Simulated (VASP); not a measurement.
**Al: relaxation of cell and atoms with r2SCAN+D4**

Al:

```
CELL_PARAMETERS angstrom
0.00000 2.02481 2.02481
2.02481 0.00000 2.02481
2.02481 2.02481 0.00000
ATOMIC_POSITIONS crystal
Al 0.00000 0.00000 0.00000
```

```
Program                : VASP 6.6.1
Task                   : relaxation of cell and atoms
Functional             : r2SCAN
Dispersion             : D4
Potentials or basis    : VASP PAW PBE potentials, release 64 (Al)
Cutoff                 : 600 eV
k mesh                 : 11 × 11 × 11
Occupations            : fermi-dirac, width 0.05 eV
Spin                   : no spin polarisation
Dipole correction      : no
Further INCAR settings : ALGO = Normal; EDIFF = 1e-06; IBRION = 2; EDIFFG = -0.01; NSW = 60; ISIF = 3
```

```yaml
Relaxed_volume: 15.70 Å³/atom
Relaxed_cell: a = 2.810 Å, b = 2.810 Å, c = 2.810 Å, α = 60.00°, β = 60.00°, γ = 60.00°
Space_group_after_relaxing_to_0.05_Å: Fm-3m (No. 225)
Energy_gained_by_relaxing: 13.9 meV/atom
Ionic_steps: 3
Pressure_after_relaxing: 0.0 GPa
Dispersion_energy_per_atom: -0.124 eV
```

The path:
| step | energy change (eV) | largest force (eV/Å) | pressure (GPa) | volume (Å³) |
| --- | --- | --- | --- | --- |
| 1 | 0.0000 | 0.0000 | -4.67 | 16.60 |
| 2 | -0.0129 | 0.0000 | 1.48 | 15.47 |
| 3 | -0.0139 | 0.0000 | 0.03 | 15.70 |

Final structure:
```yaml
crystal:
  lattice:
    - [0.00000, 1.98728, 1.98728]
    - [1.98728, 0.00000, 1.98728]
    - [1.98728, 1.98728, 0.00000]
  atoms:
    - { symbol: Al, position: [0.00000, 0.00000, 0.00000] }
```

Levels at points of the mesh, in eV from the Fermi level:
| k point | band 1 | band 2 | band 3 | band 4 | band 5 |
| --- | --- | --- | --- | --- | --- |
| (0.00, 0.00, 0.00) | -12.20 | 13.61 | 13.61 | 13.61 | 15.93 |

Wall time 36 s on 1 thread of Intel Xeon 6975P-C (shared host), peak memory 0.14 GiB.

The cell as given is a measured one (16.60 Å³/atom); r2SCAN+D4 puts the equilibrium volume -5.5 % from it, thermal expansion not counted.

Caveat: the PAW data sets were made with another functional, which shifts forces and pressure a little; pairwise dispersion overbinds metals, which lowers pressure and volume.
